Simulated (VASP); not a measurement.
A run of VASP 6.6.1 is set up as follows.

The input INCAR:

```
SYSTEM = BN
  ALGO = Normal
  EDIFF = 1E-7
  ENCUT = 520
  GGA = PE
  ISIF = 2
  ISMEAR = 0
  LASPH = .TRUE.
  LCHARG = .FALSE.
  LREAL = .FALSE.
  LWAVE = .FALSE.
  NBANDS = 11
  NELM = 100
  PREC = Accurate
  SIGMA = 0.05
```

The input KPOINTS:

```
k-points
0
G
  12 12 12
  0 0 0
```

File POSCAR:

```
BN
1.0
    0.0000000000      1.7586109700      1.7586109700
    1.7586109700      0.0000000000      1.7586109700
    1.7586109700      1.7586109700      0.0000000000
B N
1 1
Direct
    0.0000000000      0.0000000000      0.0000000000
    0.7500000000      0.7500000000      0.7500000000
```

Potentials or basis: VASP PAW PBE potentials, release 64 (B, N).

Run with:

```console
$ cat potpaw_PBE.64/B/POTCAR potpaw_PBE.64/N/POTCAR > POTCAR
$ mpirun -np 1 vasp_std > vasp.out
```

(1) Estimate the pressure.

(2) Predict the band gap on the k mesh.

Results:

(1) 40.1 GPa.

(2) 4.54 eV, indirect (least direct gap 9.21 eV).

Caveat: the cell differs from its parent crystal (strain -0.030 along x and y, -0.030 along z).
